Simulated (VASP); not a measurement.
# KHgF2: single point with PBE

The system is KHgF2.

```xyz
4
Lattice="4.8836 0.0000 0.0000 0.0000 4.8836 0.0000 0.0000 0.0000 3.3214" Properties=species:S:1:pos:R:3 pbc="T T T"
K     2.4418    2.4418    1.6607
Hg    0.0000    0.0000    0.0000
F     2.4418    0.0000    0.0000
F     0.0000    2.4418    0.0000
```

| Item | Value |
| --- | --- |
| Program | VASP 6.6.1 |
| Task | single point |
| Functional | PBE |
| Potentials or basis | VASP PAW PBE potentials, release 64 (K_sv, Hg, F) |
| Cutoff | 520 eV |
| k mesh | 10 × 10 × 14 |
| Occupations | gaussian, width 0.1 eV |
| Spin | no spin polarisation |
| Dipole correction | no |
| Further INCAR settings | ALGO = Normal; EDIFF = 1e-06; NBANDS = 26 |

```json
{"Pressure": "0.0 GPa", "Band gap on the k mesh": "zero (an odd number of electrons rules out a gap without spin polarisation)"}
```

Stress tensor (GPa, compression positive):
```
 0.12  0.00  0.00
 0.00  0.12  0.00
 0.00  0.00 -0.11
```

Levels at points of the mesh, in eV from the Fermi level:
```csv
k point,band 13,band 14,band 15,band 16,band 17,band 18,band 19,band 20,band 21,band 22
"(0.00, 0.00, 0.00)",-4.53,-3.50,-3.50,-3.20,-3.08,-2.88,5.08,6.61,6.61,7.21
"(0.50, 0.00, 0.00)",-4.40,-3.88,-3.33,-3.18,-2.95,-0.19,3.40,5.41,5.93,8.86
"(0.50, 0.50, 0.00)",-3.57,-3.42,-2.98,-2.98,-1.97,0.77,4.14,4.14,5.91,8.32
"(0.00, 0.00, 0.50)",-4.42,-4.24,-3.80,-3.57,-3.57,-0.04,2.35,7.41,7.41,8.37
"(0.50, 0.00, 0.50)",-3.86,-3.58,-3.57,-3.43,-3.31,1.53,2.20,7.17,7.33,7.37
"(0.50, 0.50, 0.50)",-3.45,-3.45,-3.31,-3.29,-1.95,1.64,2.65,5.58,5.58,7.87
```

Wall time 3 min on 1 thread of AMD EPYC 9R45 96-Core Processor (Zen 5), with other jobs on the host, peak memory 0.4 GiB.

Caveat: spin-orbit coupling is left out, which moves the levels of the heavy elements; an odd number of electrons without spin polarisation forces a metal; a magnetic or distorted state may lie lower.
